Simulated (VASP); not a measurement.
Input of a VASP 6.6.1 run:

The input POSCAR:

```
NaCl
1.0
    3.4595453127      0.0000000000      0.0000000000
    0.0000000000      3.4595453127      0.0000000000
    0.0000000000      0.0000000000      3.4595453127
Na Cl
1 1
Direct
    0.0000000000      0.0000000000      0.0000000000
    0.5000000000      0.5000000000      0.5000000000
```

File INCAR.step1:

```
PREC = Accurate
ENCUT = 500
EDIFF = 1E-8
ISMEAR = 0
SIGMA = 0.01
LREAL = False
LASPH = True
NELM = 100
ALGO = Normal
LWAVE = True
LCHARG = False
GGA = PE
```

INCAR.step2

```
PREC = Accurate
ENCUT = 500
EDIFF = 1E-8
ISMEAR = 0
SIGMA = 0.01
LREAL = False
LASPH = True
NELM = 1
ALGO = Exact
LWAVE = True
LCHARG = False
GGA = PE
NBANDS = 131
LOPTICS = True
ISTART = 1
```

INCAR.step3

```
PREC = Accurate
ENCUT = 500
EDIFF = 1E-8
ISMEAR = 0
SIGMA = 0.01
LREAL = False
LASPH = True
ALGO = EVGW0
LWAVE = False
LCHARG = False
GGA = PE
NELMGW = 1
NBANDS = 131
ENCUTGW = 120.0
NOMEGA = 96
PRECFOCK = Fast
ISTART = 1
NBANDSGW = 16
OMEGAMAX = 20
```

The input KPOINTS:

```
Automatic mesh
0
Gamma
  4 4 4
```

Potentials or basis: VASP PAW PBE potentials, release 64 (Na_sv_GW, Cl_GW).

The run is started by

```bash
$ cat potpaw_PBE.64/Na_sv_GW/POTCAR potpaw_PBE.64/Cl_GW/POTCAR > POTCAR
$ cp INCAR.step1 INCAR
$ mpirun -np 1 vasp_std > vasp.out
$ cp INCAR.step2 INCAR
$ mpirun -np 1 vasp_std > vasp.out
$ cp INCAR.step3 INCAR
$ mpirun -np 1 vasp_std > vasp.out
```

Task: Predict the quasiparticle gap.

Result: 6.61 eV.

Task: Predict the least direct quasiparticle gap.

Result: 7.21 eV.

Task: Predict the band gap of the starting levels on the mesh.

Result: 4.11 eV.

Task: Predict the least direct gap of the starting levels on the mesh.

Result: 4.63 eV.

Caveat: the k points lie up to 0.45 Å⁻¹ apart; bands, screening cutoff and mesh are small and nothing is extrapolated, so the quasiparticle values aren't converged; the structure was generated, so it needn't be the stable form of NaCl.
